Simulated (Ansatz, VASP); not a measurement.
# Mg3Sn2N2 in VASP and in Ansatz

```
Mg Sn N
1.0
     3.30077   -0.00181    0.00046
    -1.64888    2.85854   -0.20628
    -0.00040   -0.93080   13.00310
Mg Sn N
3 2 2
Cartesian
  -0.0008 0.0028 0.0010
  1.6486 1.1016 2.0207
  0.0013 0.8241 10.7773
  0.0060 2.2789 4.7061
  1.6493 -0.3552 8.0886
  -0.0014 2.0013 1.1982
  1.6515 -0.0759 11.6000
```

Change from the starting cell: cell x1, atoms moved at random (sigma 0.15 Å) and cell strained at random (1.5 %), then relaxed without symmetry.

Alike in both runs: functional PBE; k mesh 6 × 6 × 2; occupations gaussian, width 0.2 eV; no spin polarisation.

Ansatz relaxed the structure, and its values are those at the end. VASP's run is a single point on that final structure, the one shown.

|  | VASP | Ansatz |
| --- | --- | --- |
| version | VASP 6.6.1 | Ansatz 0.2.0 |
| potentials or method | VASP PAW PBE potentials, release 64 (Mg, Sn_d, N), cutoff 520 eV | scalar-relativistic, plane waves, PAW |
| valence electrons in the cell | 44 | 68 |

Ansatz gave:

- gap on the k mesh at the Fermi level (eV): none
- pressure (GPa): -0.1
- rms of the force components (eV/Å): 0.005

Which values does VASP return?

gap on the k mesh at the Fermi level (eV): none; pressure (GPa): -0.3; rms of the force components (eV/Å): 0.006.

A gap of «none» marks a metal or a gap that the smearing closes. With one functional, cell and mesh, what is left measures potentials, basis and numerics. VASP's potentials hold 44 valence electrons a cell and Ansatz's 68, so a difference there can come from the potentials and not from the codes.

The k mesh is coarse, so the values compare programs but aren't converged.
